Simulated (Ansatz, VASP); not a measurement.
**Ge in VASP and in Ansatz**

Contents of INCAR:

```
SYSTEM = Ge
PREC     = Accurate       ! precision mode
ENCUT    = 520            ! plane-wave cutoff, eV
EDIFF    = 1E-7           ! SCF threshold, eV
ISMEAR   = 0              ! smearing method
SIGMA    = 0.2            ! smearing width, eV
LREAL    = .FALSE.        ! projectors in reciprocal space
LASPH    = .TRUE.         ! aspherical terms in the spheres
NELM     = 60             ! most SCF steps
ALGO     = Normal         ! electronic algorithm
ISIF     = 2              ! what is computed and relaxed
LWAVE    = .FALSE.        ! write WAVECAR
LCHARG   = .TRUE.         ! write CHGCAR
GGA      = PE             ! functional
LELF     = .TRUE.         ! ELF
LVHAR    = .TRUE.       
NBANDS   = 81             ! bands
```

File KPOINTS:

```
Automatic mesh
0
G
  6 6 2
  0 0 0
```

File POSCAR:

```
Ge
1.0
    4.0674616147      0.0000000000      0.0000000000
   -2.0337308074      3.5225250873      0.0000000000
    0.0000000000      0.0000000000     16.6656112000
Ge
10
Direct
    0.3333333333      0.6666666667      0.1247700000
    0.3333333333      0.6666666667      0.5250990000
    0.6666666667      0.3333333333      0.7257830000
    0.0000000000      0.0000000000      0.9252080000
    0.6666666667      0.3333333333      0.3242990000
    0.3333333333      0.6666666667      0.6757010000
    0.0000000000      0.0000000000      0.0747920000
    0.6666666667      0.3333333333      0.8752300000
    0.3333333333      0.6666666667      0.2742170000
    0.6666666667      0.3333333333      0.4749010000
```

Input for Ansatz:

```yaml
crystal:
  lattice:
    - [4.0674616147, 0.0, 0.0]
    - [-2.0337308074, 3.5225250873, 0.0]
    - [0.0, 0.0, 16.6656112]
  atoms:
    - { symbol: Ge, position: [0.3333333333, 0.6666666667, 0.12477] }
    - { symbol: Ge, position: [0.3333333333, 0.6666666667, 0.525099] }
    - { symbol: Ge, position: [0.6666666667, 0.3333333333, 0.725783] }
    - { symbol: Ge, position: [0.0, 0.0, 0.925208] }
    - { symbol: Ge, position: [0.6666666667, 0.3333333333, 0.324299] }
    - { symbol: Ge, position: [0.3333333333, 0.6666666667, 0.675701] }
    - { symbol: Ge, position: [0.0, 0.0, 0.074792] }
    - { symbol: Ge, position: [0.6666666667, 0.3333333333, 0.87523] }
    - { symbol: Ge, position: [0.3333333333, 0.6666666667, 0.274217] }
    - { symbol: Ge, position: [0.6666666667, 0.3333333333, 0.474901] }
basis:
  ecutwfc: 420
kpoints:
  mp_grid: { grid: [6, 6, 2] }
hamiltonian:
  xc: pbe
scf:
  occupations: { method: gaussian, width: 0.2 }
  lower_state_search: "off"
output:
  forces: true
  stress: true
  eigenvalues: true
```

Alike in both runs: task single point; functional PBE; k mesh 6 × 6 × 2; occupations gaussian, width 0.2 eV; no spin polarisation.

|  | VASP | Ansatz |
| --- | --- | --- |
| version | VASP 6.6.1 | Ansatz 0.2.0 |
| potentials or method | VASP PAW PBE potentials, release 64 (Ge_d), cutoff 520 eV | scalar-relativistic, plane waves, PAW |
| valence electrons in the cell | 140 | 140 |

```tsv
	VASP	Ansatz	Ansatz less VASP
gap on the k mesh at the Fermi level (eV)	none	none	-
pressure (GPa)	0.1	0.1	+0.05
traceless stress, the component that is largest in VASP (GPa)	-0.26	-0.27	-0.007
rms of the force components (eV/Å)	0.011	0.011	0.0000
```

Atom by atom the forces differ by 0.000 eV/Å (rms over components). A gap of «none» marks a metal or a gap that the smearing closes.
